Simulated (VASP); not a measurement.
Input of a VASP 6.6.1 run:

The input INCAR:

```
SYSTEM = SiNi2
PREC = Accurate
ENCUT = 520
EDIFF = 1E-7
ISMEAR = 0
SIGMA = 0.1
LREAL = .FALSE.
LASPH = .TRUE.
NELM = 60
ALGO = Normal
ISIF = 2
LWAVE = .FALSE.
LCHARG = .FALSE.
GGA = PE
NBANDS = 33
```

Contents of KPOINTS:

```
Automatic mesh
0
G
  6 6 4
  0 0 0
```

POSCAR

```
SiNi2
1.0
    3.9107503419      0.0000000000      0.0000000000
   -1.9553751709      3.3868091439      0.0000000000
    0.0000000000      0.0000000000      4.9920703127
Si Ni
2 4
Direct
    0.3333333333      0.6666666667      0.7500000000
    0.6666666667      0.3333333333      0.2500000000
    0.0000000000      0.0000000000      0.0000000000
    0.0000000000      0.0000000000      0.5000000000
    0.3333333333      0.6666666667      0.2500000000
    0.6666666667      0.3333333333      0.7500000000
```

Potentials or basis: VASP PAW PBE potentials, release 64 (Si, Ni).

The run is started by

```sh
$ cat potpaw_PBE.64/Si/POTCAR potpaw_PBE.64/Ni/POTCAR > POTCAR
$ mpirun -np 1 vasp_std > vasp.out
```

Task: Predict the pressure.

Result: 0.1 GPa.

Task: Predict the band gap on the k mesh.

Result: Zero (band 24 reaches 13.63 eV, above the bottom of band 25 at 10.43 eV).

Stress tensor (GPa, compression positive):
```
 0.11  0.00  0.00
 0.00  0.11  0.00
 0.00  0.00 -0.07
```

Spin polarisation is off, so any magnetic state and its effect on volume and gap are missing.
